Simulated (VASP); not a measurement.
# WC: single point with PBE

The system is WC.

```xyz
16
Lattice="-2.9936 -5.1851 0.0000 4.4905 -2.5926 0.0000 0.0000 0.0000 5.8759" Properties=species:S:1:pos:R:3 pbc="T T T"
W    -0.0945   -5.2027    0.0506
W     0.1117   -5.0395    3.0752
W    -1.4715   -2.8199   -0.2037
W    -1.1877   -2.4710    2.8726
W     1.4239   -2.6176   -0.1039
W     1.4138   -2.5039    3.0195
W    -0.0428    0.0777    0.2077
W    -0.2365   -0.0996    3.0913
C     1.6264   -4.8551    1.7083
C     1.3091   -4.3302    4.5297
C     0.4652   -1.5966    1.7095
C     0.0350   -1.7038    4.4668
C     3.3561   -1.4139    1.7903
C     2.9384   -1.5467    4.4196
C    -1.1521   -4.2268    1.3818
C    -1.6406   -4.4389    4.5335
```

```
Program             : VASP 6.6.1
Task                : single point
Functional          : PBE
Potentials or basis : VASP PAW PBE potentials, release 64 (W_sv, C)
Cutoff              : 520 eV
k mesh              : 3 × 3 × 3
Occupations         : fermi-dirac, width 0.36 eV
Spin                : no spin polarisation
```

```yaml
Pressure: 2.0 GPa
Largest_force: 6.741 eV/Å
Band_gap_on_the_k_mesh: zero (bands 72 and 73 overlap by 0.19 eV)
```

Forces on the atoms (eV/Å):
```
W    3.445 -1.539  0.224
W   -2.441 -1.655 -1.171
W   -1.511  4.265  3.260
W   -4.343 -2.521 -0.233
W    0.639  0.636  2.010
W    6.039 -2.307  1.911
W    0.809 -1.503 -0.823
W    3.793  2.822  0.501
C    0.505  3.149 -2.480
C    2.231  0.865  0.821
C   -3.551  1.622 -4.352
C   -0.770 -0.458  1.459
C   -1.857 -2.025 -2.837
C   -0.880 -2.279  1.205
C   -2.309  1.036  1.744
C    0.200 -0.108 -1.238
```

Stress tensor (GPa, compression positive):
```
 2.60 -0.51  2.87
-0.51  5.21  0.86
 2.87  0.86 -1.73
```

Levels at points of the mesh, in eV from the Fermi level:
```tsv
k point	band 70	band 71	band 72	band 73	band 74	band 75
(0.00, 0.00, 0.00)	-0.46	-0.06	-0.02	0.17	0.44	0.67
```

Run time: 14 min on 1 thread of Intel Xeon 8259CL (shared host), peak memory 0.37 GiB.

Caveat: the k points lie up to 0.40 Å⁻¹ apart; the atoms stand as in a frame of molecular dynamics; so wide a smearing shifts energies and pressures; spin-orbit coupling is left out, which moves the levels of the heavy elements; forces of over 1 eV/Å act on the atoms, so gaps and moduli don't describe the material at rest.
